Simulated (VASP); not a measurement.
# Ti (I4/mmm) in VASP: a series of runs

Runs on Ti. Level: PBEsol. Tasks: single point.

Everything below comes from runs of VASP 6.6.1. Logs are shortened: lines on timing, memory, paths and dates and some standing lists are left out, and cuts for length are marked.

## (1) The cell of the first run

The structure is tetragonal, space group I4/mmm (No. 139). The conventional cell has a = 3.282 Å, b = 3.282 Å, c = 3.528 Å, α = 90.00°, β = 90.00°, γ = 90.00°. Ti (site symmetry 4/mmm) has 14 Ti at 2.92 to 3.53 Å within 3.8 Å.

## (2) Single point, PBEsol (strain +0.0750 x Voigt [0, 1, 0, 0, 0, 0])

Input file INCAR:

```
PREC = Accurate
ENCUT = 520
EDIFF = 1E-6
ISMEAR = 0
SIGMA = 0.15
LREAL = F
LASPH = T
NELM = 100
ALGO = Fast
ISIF = 2
LWAVE = F
LCHARG = F
GGA = PS
NBANDS = 12
```

Input file KPOINTS:

```
Automatic mesh
0
Gamma
  20 20 20
```

Input file POSCAR:

```
Ti
1.0
   -1.6410000000      1.7640750000      1.6410000000
    1.6410000000     -1.7640750000      1.6410000000
    1.6410000000      1.7640750000     -1.6410000000
Ti
1
Direct
    0.0000000000      0.0000000000      0.0000000000
```

Potentials or basis: VASP PAW PBE potentials, release 64 (Ti_sv).

On the command line:

```console
cat potpaw_PBE.64/Ti_sv/POTCAR > POTCAR
mpirun -np 1 vasp_std > vasp.out
```

OUTCAR:

```text
PREC = Accurate
   ENCUT = 520
   EDIFF = 1E-6
   ISMEAR = 0
   LREAL = F
   LASPH = T
   NELM = 100
   ISIF = 2
   GGA = PS

 ion  position               nearest neighbor table
   1  0.000  0.000  0.000-

  LATTYP: Found a body centered tetragonal cell.
 ALAT       =     3.2820000000
 C/A-ratio  =     1.0750000000

  Lattice vectors:

 A1 = (  -1.6410000000,  -1.7640750000,   1.6410000000)
 A2 = (   1.6410000000,  -1.7640750000,  -1.6410000000)
 A3 = (   1.6410000000,   1.7640750000,   1.6410000000)

Analysis of symmetry for initial positions (statically):
=====================================================================
 Subroutine PRICEL returns:
 Original cell was already a primitive cell.

 Routine SETGRP: Setting up the symmetry group for a
 body centered tetragonal supercell.

 Subroutine GETGRP returns: Found 16 space group operations
 (whereof 16 operations were pure point group operations)
 out of a pool of 16 trial point group operations.

The static configuration has the point symmetry D_4h.

Analysis of symmetry for dynamics (positions and initial velocities):
=====================================================================
 Subroutine PRICEL returns:
 Original cell was already a primitive cell.

 Routine SETGRP: Setting up the symmetry group for a
 body centered tetragonal supercell.

 Subroutine GETGRP returns: Found 16 space group operations
 (whereof 16 operations were pure point group operations)
 out of a pool of 16 trial point group operations.

The dynamic configuration has the point symmetry D_4h.

 Subroutine INISYM returns: Found 16 space group operations
 (whereof 16 operations are pure point group operations),
 and found     1 'primitive' translations

----------------------------------------------------------------------------------------

                                     Primitive cell

  volume of cell :      19.0018

  direct lattice vectors                    reciprocal lattice vectors
    -1.641000000  1.764075000  1.641000000     0.000000000  0.283434661  0.304692261
     1.641000000 -1.764075000  1.641000000     0.304692261  0.000000000  0.304692261
     1.641000000  1.764075000 -1.641000000     0.304692261  0.283434661  0.000000000

  length of vectors
     2.915085351  2.915085351  2.915085351     0.416140098  0.430899928  0.416140098

  position of ions in fractional coordinates (direct lattice)
     0.000000000  0.000000000  0.000000000

  ion indices of the primitive-cell ions
[... 77 lines left out ...]
   NSW    =      0    number of steps for IOM
   IBRION =     -1    ionic relax: 0-MD 1-quasi-New 2-CG
   NFREE  =      0    steps in history (QN), initial steepest desc. (CG)
   ISIF   =      2    stress and relaxation
   ISYM   =      2    0-nonsym 1-usesym 2-fastsym
   POTIM  = 0.5000    time-step for ionic-motion
   TEBEG  =    0.0;   TEEND  =   0.0 temperature during run
   PSTRESS=    0.0 pullay stress
   NELECT =      12.0000    total number of electrons
   NUPDOWN=      -1.0000    fix difference up-down
   EMIN   =  10.00;   EMAX   =-10.00  energy-range for DOS
   EFERMI =   0.00;   METHOD = LEGACY
   ISMEAR =     0;   SIGMA  =   0.15  broadening in eV -4-tet -1-fermi 0-gaus
   EFERMI_NEDOS =   21; number of points for ismear=-14 and -15
   IALGO  =     68    algorithm
   IMIX   =      4    mixing-type and parameters
     AMIX     =   0.40;   BMIX     =  1.00
     AMIX_MAG =   1.60;   BMIX_MAG =  1.00
  volume/ion in A,a.u.               =      19.00       128.23
  Fermi-wavevector in a.u.,A,eV,Ry     =   1.404550  2.654214 26.841036  1.972760
  Thomas-Fermi vector in A             =   2.527100
   LORBIT       =      0    0 simple, 1 ext, 2 COOP (PROOUT), +10 PAW based schemes
   GGA     = PS    functional components
   LHFCALC =     F    Hartree Fock is set to
   AEXX    =    0.0000 exact exchange contribution
   IVDW    =     0    specifies the selected vdW correction
   LEPSILON=     F    determine dielectric tensor
   LRPA    =     F    only Hartree local field effects (RPA)
 non-spin polarized calculation
 RMM-DIIS sequential band-by-band and
 Gauss-broadening in eV      SIGMA  =   0.15
  energy-cutoff  :      520.00
  volume of cell :       19.00
 maximum number of plane-waves:       526
 NGX is ok and might be reduce to    24
   NGX = 11   NGY = 11   NGZ = 11

 number of electron      11.9999997 magnetization

 Free energy of the ion-electron system (eV)
  ---------------------------------------------------
  ext. energy  EPLUGINS =         0.00000000
  ---------------------------------------------------
  free energy    TOTEN  =        -8.14646215 eV

  energy without entropy =       -8.11605736  energy(sigma->0) =       -8.13125976

 E-fermi :   7.0763     XC(G=0): -11.2105

 val. band max:        7.0758181241   @ k =  -0.3500  -0.4500   0.1000
 cond. band min:       7.0767486918   @ k =   0.3500  -0.2500   0.0500
 fundamental gap:      0.0009305677
 Fermi energy:         7.0762980346

 k-point     1 :       0.0000    0.0000    0.0000
  band No.  band energies     occupation
      1     -49.4284      2.00000
      2     -25.4718      2.00000
      3     -25.4718      2.00000
      4     -25.4644      2.00000
      5       1.3155      2.00000
      6       7.8375      0.00000
      7       7.8375      0.00000
      8       8.2651      0.00000
      9       9.2576      0.00000
     10       9.7474      0.00000
     11      23.1293      0.00000
     12      24.2574      0.00000
[... 331 lines left out ...]
 k-point    24 :      -0.4000    0.0500    0.0000
  band No.  band energies     occupation
      1     -49.3507      2.00000
      2     -25.9019      2.00000
      3     -25.6035      2.00000
      4     -25.4707      2.00000
      5       4.4236      2.00000
      6       7.0786      0.98280
      7       7.2857      0.04831
      8       9.2301      0.00000
      9       9.7464      0.00000
     10      10.3865      0.00000
     11      16.3927      0.00000
     12      20.6652      0.00000

 [... further k-points ...]
[... 5 lines left out ...]
  --------------------------------------------------------------------------------------
  -------------------------------------------------------------------------------------
  Total       -1.5287105     -1.3294463     -1.5287105     -0.0000000      0.0000000      0.0000000
  in kB     -128.8966475   -112.0952453   -128.8966475     -0.0000000      0.0000000      0.0000000
  external PRESSURE =    -123.2961801 kB  Pullay stress =       0.0000000 kB

 VOLUME and BASIS-vectors are now :
 -----------------------------------------------------------------------------
  energy-cutoff  :      520.00
  volume of cell :       19.00
      direct lattice vectors                 reciprocal lattice vectors
    -1.641000000  1.764075000  1.641000000     0.000000000  0.283434661  0.304692261
     1.641000000 -1.764075000  1.641000000     0.304692261  0.000000000  0.304692261
     1.641000000  1.764075000 -1.641000000     0.304692261  0.283434661  0.000000000

 POSITION                                       TOTAL-FORCE (eV/Angst)
 -----------------------------------------------------------------------------------
      0.00000      0.00000      0.00000        -0.000000     -0.000000      0.000000
 -----------------------------------------------------------------------------------
    total drift:                                0.000000      0.000000      0.000000

  FREE ENERGIE OF THE ION-ELECTRON SYSTEM (eV)
  ---------------------------------------------------
  free  energy   TOTEN  =        -8.1464621537 eV

  energy  without entropy=       -8.1160573627  energy(sigma->0) =       -8.13125976
```

OSZICAR:

```text
N       E                     dE             d eps       ncg     rms          rms(c)
DAV:   1     0.863480350917E+02    0.86348E+02   -0.65174E+03 15408   0.118E+03
DAV:   2    -0.503139442338E+01   -0.91379E+02   -0.89115E+02 15772   0.296E+02
DAV:   3    -0.940378098692E+01   -0.43724E+01   -0.43234E+01 21704   0.655E+01
[... 12 lines left out ...]
RMM:  16    -0.814645573417E+01   -0.51939E-05   -0.73493E-05 21475   0.574E-02    0.366E-02
RMM:  17    -0.814645819272E+01   -0.24586E-05   -0.37717E-05 19666   0.407E-02    0.243E-02
RMM:  18    -0.814646007425E+01   -0.18815E-05   -0.22410E-05 18342   0.359E-02    0.909E-03
RMM:  19    -0.814646133488E+01   -0.12606E-05   -0.12053E-05 16103   0.224E-02    0.324E-03
RMM:  20    -0.814646215368E+01   -0.81880E-06   -0.67318E-06 13995   0.138E-02
   1 F= -.81464622E+01 E0= -.81312598E+01  d E =-.304048E-01
```

It took 70 s on 1 thread of Intel Xeon 6975P-C (Granite Rapids), shared host; peak memory 0.25 GiB.

What came out:

- Free energy: -8.1465 eV
- Pressure: -12.3 GPa
- Band gap on the k mesh: zero (band 6 reaches 7.97 eV, above the bottom of band 7 at 6.55 eV)

Levels at points of the mesh, in eV from the Fermi level:
```
           k point  band 3  band 4  band 5  band 6  band 7  band 8  band 9  band 10
(0.00, 0.00, 0.00)  -32.55  -32.54   -5.76    0.76    0.76    1.19    2.18     2.67
(0.50, 0.00, 0.00)  -32.70  -32.54   -2.28   -0.14    0.77    2.13    2.80     3.75
(0.00, 0.50, 0.00)  -32.72  -32.57   -2.25   -0.69    1.21    2.75    2.90     3.83
(0.50, 0.50, 0.50)  -32.87  -32.87   -1.92   -1.75    3.41    3.53    3.53     6.40
```

Caveat: the cell differs from its parent crystal (strain +0.0750 x Voigt [0, 1, 0, 0, 0, 0]); the PAW data sets were made with another functional, which shifts forces and pressure a little.

## (3) Single point, PBEsol (strain +0.1125 x Voigt [0, 1, 0, 0, 0, 0])

Input file INCAR:

```
SYSTEM = Ti
PREC = Accurate ; ENCUT = 520
EDIFF = 1E-6 ; ISMEAR = 0
SIGMA = 0.15 ; LREAL = .FALSE.
LASPH = .TRUE. ; NELM = 100
ALGO = Fast ; ISIF = 2
LWAVE = .FALSE. ; LCHARG = .FALSE.
GGA = PS ; NBANDS = 12
```

Input file KPOINTS:

```
Automatic mesh
0
G
  20 20 20
  0 0 0
```

Input file POSCAR:

```
Ti
1.0
   -1.6410000000      1.8256125000      1.6410000000
    1.6410000000     -1.8256125000      1.6410000000
    1.6410000000      1.8256125000     -1.6410000000
Ti
1
Direct
    0.0000000000      0.0000000000      0.0000000000
```

Potentials or basis: VASP PAW PBE potentials, release 64 (Ti_sv).

On the command line:

```console
cat potpaw_PBE.64/Ti_sv/POTCAR > POTCAR
mpirun -np 1 vasp_std > vasp.out
```

OUTCAR:

```text
SYSTEM = Ti
   PREC = Accurate
   ENCUT = 520
   EDIFF = 1E-6
   ISMEAR = 0
   LREAL = .FALSE.
   LASPH = .TRUE.
   NELM = 100
   ISIF = 2
   GGA = PS

 ion  position               nearest neighbor table
   1  0.000  0.000  0.000-

  LATTYP: Found a body centered tetragonal cell.
 ALAT       =     3.2820000000
 C/A-ratio  =     1.1125000000

  Lattice vectors:

 A1 = (  -1.6410000000,  -1.8256125000,   1.6410000000)
 A2 = (   1.6410000000,  -1.8256125000,  -1.6410000000)
 A3 = (   1.6410000000,   1.8256125000,   1.6410000000)

Analysis of symmetry for initial positions (statically):
=====================================================================
 Subroutine PRICEL returns:
 Original cell was already a primitive cell.

 Routine SETGRP: Setting up the symmetry group for a
 body centered tetragonal supercell.

 Subroutine GETGRP returns: Found 16 space group operations
 (whereof 16 operations were pure point group operations)
 out of a pool of 16 trial point group operations.

The static configuration has the point symmetry D_4h.

Analysis of symmetry for dynamics (positions and initial velocities):
[... 173 lines left out ...]
      6       7.4489      0.00000
      7       7.4489      0.00000
      8       8.0297      0.00000
      9       8.7023      0.00000
     10       9.3598      0.00000
     11      22.3101      0.00000
     12      23.8695      0.00000
[... 331 lines left out ...]
 k-point    24 :      -0.4000    0.0500    0.0000
  band No.  band energies     occupation
      1     -49.7679      2.00000
      2     -26.2876      2.00000
      3     -26.0193      2.00000
      4     -25.9043      2.00000
      5       4.1199      2.00000
      6       6.8489      0.42341
      7       6.9066      0.17877
      8       8.6763      0.00000
      9       9.3196      0.00000
     10       9.8998      0.00000
     11      15.6591      0.00000
     12      20.2283      0.00000

 [... further k-points ...]

------------------------ aborting loop because EDIFF is reached ----------------------------------------

  FORCE on cell =-STRESS in cart. coord.  units (eV):
  Direction    XX          YY          ZZ          XY          YZ          ZX
  --------------------------------------------------------------------------------------
  -------------------------------------------------------------------------------------
  Total       -1.8744466     -1.5755382     -1.8744466     -0.0000000      0.0000000      0.0000000
  in kB     -152.7206960   -128.3671139   -152.7206960     -0.0000000      0.0000000      0.0000000
  external PRESSURE =    -144.6028353 kB  Pullay stress =       0.0000000 kB

 VOLUME and BASIS-vectors are now :
 -----------------------------------------------------------------------------
  energy-cutoff  :      520.00
  volume of cell :       19.66
      direct lattice vectors                 reciprocal lattice vectors
    -1.641000000  1.825612500  1.641000000     0.000000000  0.273880684  0.304692261
     1.641000000 -1.825612500  1.641000000     0.304692261  0.000000000  0.304692261
     1.641000000  1.825612500 -1.641000000     0.304692261  0.273880684  0.000000000

 POSITION                                       TOTAL-FORCE (eV/Angst)
 -----------------------------------------------------------------------------------
      0.00000      0.00000      0.00000         0.000000      0.000000      0.000000
 -----------------------------------------------------------------------------------
    total drift:                                0.000000      0.000000     -0.000000

  FREE ENERGIE OF THE ION-ELECTRON SYSTEM (eV)
  ---------------------------------------------------
  free  energy   TOTEN  =        -8.0971323151 eV

  energy  without entropy=       -8.0655121890  energy(sigma->0) =       -8.08132225
```

OSZICAR:

```text
N       E                     dE             d eps       ncg     rms          rms(c)
DAV:   1     0.864663668454E+02    0.86466E+02   -0.65141E+03 15416   0.116E+03
[... 13 lines left out ...]
RMM:  15    -0.809714545012E+01   -0.28864E-04   -0.21384E-04 22478   0.103E-01    0.121E-01
RMM:  16    -0.809720183094E+01   -0.56381E-04   -0.17880E-04 22720   0.103E-01    0.197E-01
RMM:  17    -0.809719252075E+01    0.93102E-05   -0.45322E-05 20177   0.403E-02    0.181E-01
RMM:  18    -0.809715146928E+01    0.41051E-04   -0.78533E-05 21206   0.850E-02    0.114E-01
RMM:  19    -0.809713266643E+01    0.18803E-04   -0.89265E-05 22906   0.974E-02    0.405E-02
RMM:  20    -0.809713188193E+01    0.78449E-06   -0.17960E-05 21513   0.474E-02    0.137E-02
RMM:  21    -0.809713231506E+01   -0.43313E-06   -0.44934E-06 14613   0.159E-02
   1 F= -.80971323E+01 E0= -.80813223E+01  d E =-.316201E-01
```

It took 74 s on 1 thread of Intel Xeon 6975P-C (Granite Rapids), shared host; peak memory 0.26 GiB.

Results:

```
Free energy            : -8.0971 eV
Pressure               : -14.5 GPa
Band gap on the k mesh : zero (band 6 reaches 7.63 eV, above the bottom of band 7 at 6.26 eV)
```

Stress tensor (GPa, compression positive):
```
-15.27   0.00   0.00
  0.00 -12.84   0.00
  0.00   0.00 -15.27
```

Caveat: the cell differs from its parent crystal (strain +0.1125 x Voigt [0, 1, 0, 0, 0, 0]); the PAW data sets were made with another functional, which shifts forces and pressure a little.

## (4) Single point, PBEsol (strain +0.1500 x Voigt [0, 1, 0, 0, 0, 0])

Input file INCAR:

```
PREC = Accurate
ENCUT = 520
EDIFF = 1E-7
ISMEAR = 0
SIGMA = 0.15
LREAL = F
LASPH = T
NELM = 100
ALGO = Fast
ISIF = 2
LWAVE = F
LCHARG = F
GGA = PS
NBANDS = 12
```

Input file KPOINTS:

```
regular mesh
0
Gamma
  20 20 20
```

Input file POSCAR:

```
Ti
1.0
   -1.6410000000      1.8871500000      1.6410000000
    1.6410000000     -1.8871500000      1.6410000000
    1.6410000000      1.8871500000     -1.6410000000
Ti
1
Direct
    0.0000000000      0.0000000000      0.0000000000
```

On the command line:

```console
cat potpaw_PBE.64/Ti_sv/POTCAR > POTCAR
mpirun -np 1 vasp_std > vasp.out
```

Run time: 89 s. Hardware: 1 thread of Intel Xeon 6975P-C (Granite Rapids), shared host; peak memory 0.26 GiB.

It converged, with:

* Free energy: -8.0418 eV
* Pressure: -16.1 GPa
* Band gap on the k mesh: zero (band 6 reaches 7.32 eV, above the bottom of band 7 at 6.00 eV)

Stress tensor (GPa, compression positive):
```
-17.07   0.00   0.00
  0.00 -14.15   0.00
  0.00   0.00 -17.07
```

Levels at points of the mesh, in eV from the Fermi level:
| k point | band 4 | band 5 | band 6 | band 7 | band 8 | band 9 |
| --- | --- | --- | --- | --- | --- | --- |
| (0.00, 0.00, 0.00) | -32.77 | -5.62 | 0.63 | 0.63 | 1.33 | 1.71 |
| (0.50, 0.00, 0.00) | -32.78 | -2.18 | 0.04 | 0.53 | 1.61 | 2.64 |
| (0.00, 0.50, 0.00) | -32.83 | -2.10 | -0.88 | 1.31 | 2.71 | 2.75 |
| (0.50, 0.50, 0.50) | -33.02 | -1.83 | -1.52 | 3.03 | 3.22 | 3.22 |

Caveat: the cell differs from its parent crystal (strain +0.1500 x Voigt [0, 1, 0, 0, 0, 0]); the PAW data sets were made with another functional, which shifts forces and pressure a little.

## (5) Single point, PBEsol (strain -0.1500 x Voigt [0, 1, 0, 0, 0, 0])

Input file INCAR:

```
  ALGO = Normal
  EDIFF = 1E-7
  ENCUT = 520
  GGA = PS
  ISIF = 2
  ISMEAR = 0
  LASPH = T
  LCHARG = F
  LREAL = F
  LWAVE = F
  NBANDS = 12
  NELM = 60
  PREC = Accurate
  SIGMA = 0.15
```

Input file KPOINTS:

```
k-points
0
Gamma
  20 20 20
```

Input file POSCAR:

```
Ti
1.0
   -1.6410000000      1.3948500000      1.6410000000
    1.6410000000     -1.3948500000      1.6410000000
    1.6410000000      1.3948500000     -1.6410000000
Ti
1
Direct
    0.0000000000      0.0000000000      0.0000000000
```

On the command line:

```console
cat potpaw_PBE.64/Ti_sv/POTCAR > POTCAR
mpirun -np 1 vasp_std > vasp.out
```

Wall time 34 s (1 thread of Intel Xeon 6975P-C (Granite Rapids), shared host); peak memory 0.22 GiB.

The run converged. Its results:

- Free energy: -8.2081 eV
- Pressure: 12.2 GPa
- Band gap on the k mesh: zero (band 6 reaches 10.49 eV, above the bottom of band 7 at 9.05 eV)

Stress tensor (GPa, compression positive):
```
12.00  0.00  0.00
 0.00 12.62  0.00
 0.00  0.00 12.00
```

Levels at points of the mesh, in eV from the Fermi level:
```tsv
k point	band 3	band 4	band 5	band 6	band 7	band 8	band 9	band 10
(0.00, 0.00, 0.00)	-31.85	-31.80	-6.28	0.16	1.71	1.71	2.04	3.83
(0.50, 0.00, 0.00)	-32.19	-31.95	-2.92	-1.11	2.20	3.02	4.46	4.95
(0.00, 0.50, 0.00)	-32.03	-31.80	-2.83	0.63	0.83	1.98	3.12	4.91
(0.50, 0.50, 0.50)	-32.65	-32.29	-2.94	-2.45	4.55	4.55	4.87	8.00
```

Caveat: the cell differs from its parent crystal (strain -0.1500 x Voigt [0, 1, 0, 0, 0, 0]); the PAW data sets were made with another functional, which shifts forces and pressure a little.

## (6) Overview

| cell | gap on the mesh (eV) | pressure (GPa) |
| --- | --- | --- |
| a = 2.915 Å, angles 111.5, 105.5, 111.5°, 1 atom | none | -12.3 |
| a = 2.953 Å, angles 112.5, 103.6, 112.5°, 1 atom | none | -14.5 |
| a = 2.991 Å, angles 113.5, 101.8, 113.5°, 1 atom | none | -16.1 |
| a = 2.708 Å, angles 105.4, 118.0, 105.4°, 1 atom | none | 12.2 |

Alike in all rows: task single point; level PBEsol; potentials or basis VASP PAW PBE potentials, release 64 (Ti_sv); no spin polarisation; k mesh 20 × 20 × 20; cutoff (eV) 520; smearing gaussian 0.15 eV.

Caveats: the PAW data sets were made with another functional, which shifts forces and pressure a little.

Total energies depend on the potentials used, so only differences within one code and one set of settings carry meaning.
